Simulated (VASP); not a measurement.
A run of VASP 6.6.1 is set up as follows.

INCAR

```
  ALGO = Normal
  EDIFF = 1E-7
  ENCUT = 520
  GGA = PE
  ISIF = 2
  ISMEAR = 0
  LASPH = T
  LCHARG = T
  LELF = T
  LREAL = F
  LVHAR = T
  LWAVE = F
  NBANDS = 21
  NELM = 80
  PREC = Accurate
  SIGMA = 0.02
```

Contents of KPOINTS:

```
k-points
0
Gamma
  10 10 10
```

POSCAR

```
C
1.0
    0.0000000000      1.7858181871     -1.7858181871
    3.5716363742      0.0000000000      0.0000000000
   -1.7858181871     -3.5716363742     -1.7858181871
C
6
Direct
    0.1666666667      0.4166666667      0.3333333333
    0.5000000000      0.7500000000      0.0000000000
    0.8333333333      0.0833333333      0.6666666667
    0.3333333333      0.3333333333      0.6666666667
    0.6666666667      0.6666666667      0.3333333333
    1.0000000000      0.0000000000      1.0000000000
```

Potentials or basis: VASP PAW PBE potentials, release 64 (C).

The run is started by

```console
$ cat potpaw_PBE.64/C/POTCAR > POTCAR
$ mpirun -np 1 vasp_std > vasp.out
```

Q: What does it give for the band gap on the k mesh?

A: 4.16 eV.

Q: Estimate the pressure.

A: 0.6 GPa.

A k mesh can miss the band edges.
